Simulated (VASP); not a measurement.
PbSe: single point with PBEsol

Slab: PbSe, a slab with vacuum.

```
CELL_PARAMETERS angstrom
4.50148 0.00000 0.00000
-0.01051 4.50147 0.00000
-2.24548 -2.25073 12.23617
ATOMIC_POSITIONS crystal
Pb 0.80684 0.80730 0.61844
Pb 0.18545 0.19981 0.38238
Se 0.28733 0.32315 0.62319
Se 0.68427 0.69990 0.37796
```

This cell differs from its parent crystal: volume scaled by 1.06.

```json
{"Program": "VASP 6.6.1", "Task": "single point", "Functional": "PBEsol", "Potentials or basis": "VASP PAW PBE potentials, release 64 (Pb_d, Se)", "Cutoff": "520 eV", "k mesh": "6 × 6 × 3", "Occupations": "fermi-dirac, width 0.05 eV", "Spin": "no spin polarisation", "Dipole correction": "no", "Further INCAR settings": "ALGO = Normal; EDIFF = 1e-06; NBANDS = 28"}
```

```json
{
 "Largest force": "0.691 eV/Å",
 "Band gap on the k mesh": "1.51 eV, direct"
}
```

Forces on the atoms (eV/Å):
```
Pb   0.054 -0.017 -0.671
Pb  -0.011 -0.016  0.691
Se   0.017  0.032 -0.574
Se  -0.059  0.000  0.554
```

Levels at points of the mesh, in eV from the valence-band top:
```csv
k point,band 16,band 17,band 18,band 19,band 20,band 21,band 22,band 23,band 24,band 25
"(0.00, 0.00, 0.00)",-1.97,-1.95,-1.10,-1.09,-0.29,2.17,4.11,4.56,4.67,4.78
"(0.50, 0.00, 0.00)",-1.33,-0.71,-0.59,-0.04,-0.02,1.52,1.55,2.44,2.59,2.90
"(0.00, 0.50, 0.00)",-1.39,-0.68,-0.63,-0.04,0.00,1.51,1.56,2.49,2.55,2.95
"(0.50, 0.50, 0.00)",-3.45,-2.38,-2.37,-1.11,-1.10,3.47,3.50,5.18,5.19,5.33
```

Wall time 6.4 min on 1 thread of Intel(R) Xeon(R) Platinum 8259CL CPU @ 2.50GHz (Skylake/Cascade Lake) (shared host), peak memory 0.56 GiB.

Caveat: the PAW data sets were made with another functional, which shifts forces and pressure a little; spin-orbit coupling is left out, which moves the levels of the heavy elements.
